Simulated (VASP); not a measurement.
A run of VASP 6.6.1 is set up as follows.

File INCAR:

```
SYSTEM = MgF2
PREC = Accurate
ENCUT = 600
EDIFF = 1E-6
ISMEAR = -1
SIGMA = 0.02
LREAL = .False.
LASPH = .True.
NELM = 120
ALGO = Normal
ISIF = 2
LWAVE = .False.
LCHARG = .False.
GGA = PE
NBANDS = 25
GGA_COMPAT = .False.
```

Contents of KPOINTS:

```
Automatic mesh
0
Gamma
  6 6 8
  0 0 0
```

POSCAR

```
MgF2
1.0
    4.4300909277      0.0000000000      0.0000000000
    0.0000000000      4.4302757781      0.0000000000
    0.0000000000      0.0000000000      3.1380425291
Mg F
2 4
Direct
    0.5000000000      0.5000000000      0.5000000000
    0.0000000000      0.0000000000      0.0000000000
    0.8044752292      0.1954432007      0.5000000000
    0.1955247708      0.8045567993      0.5000000000
    0.3044752292      0.3045567993      0.0000000000
    0.6955247708      0.6954432007      0.0000000000
```

Potentials or basis: VASP PAW PBE potentials, release 64 (Mg, F).

The run is started by

```sh
$ cat potpaw_PBE.64/Mg/POTCAR potpaw_PBE.64/F/POTCAR > POTCAR
$ mpirun -np 1 vasp_std > vasp.out
```

(1) Estimate the pressure.

(2) Estimate the band gap on the k mesh.

Answers

(1) 10.4 GPa.

(2) 7.40 eV.

Caveat: the cell differs from its parent crystal (epitaxial xy strain -4.2%); the cell stands under pressure.
